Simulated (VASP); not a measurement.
Al, 1 atom in the cell. It takes space group Fm-3m (No. 225, cubic). The conventional cell has a = 4.015 Å, b = 4.015 Å, c = 4.015 Å, α = 90.00°, β = 90.00°, γ = 90.00°. Al (site symmetry m-3m) has 12 Al at 2.84 Å within 3.7 Å. 

| Item | Value |
| --- | --- |
| Program | VASP 6.6.1 |
| Task | vibrations by perturbation theory |
| Functional | PBEsol |
| Potentials or basis | VASP PAW PBE potentials, release 64 (Al) |
| Cutoff | 520 eV |
| k mesh | 20 × 20 × 20 |
| Occupations | fermi-dirac, width 0.05 eV |
| Spin | no spin polarisation |
| Dipole correction | no |
| Further INCAR settings | ALGO = Normal; EDIFF = 1e-08; NBANDS = 8; IBRION = 8; NSW = 1 |

Potentials or basis: VASP PAW PBE potentials, release 64 (Al).

Run with:

```bash
$ cat potpaw_PBE.64/Al/POTCAR > POTCAR
$ mpirun -np 1 vasp_std > vasp.out
```

Hardware: 1 thread of Intel(R) Xeon(R) 6975P-C (Granite Rapids) (shared host).

Question: Estimate the wall time of this run.

Answer: Wall time 36 s on 1 thread of Intel(R) Xeon(R) 6975P-C (Granite Rapids), with other jobs on the host, peak memory 0.27 GiB. Counts: scf iterations 21, k points 256.
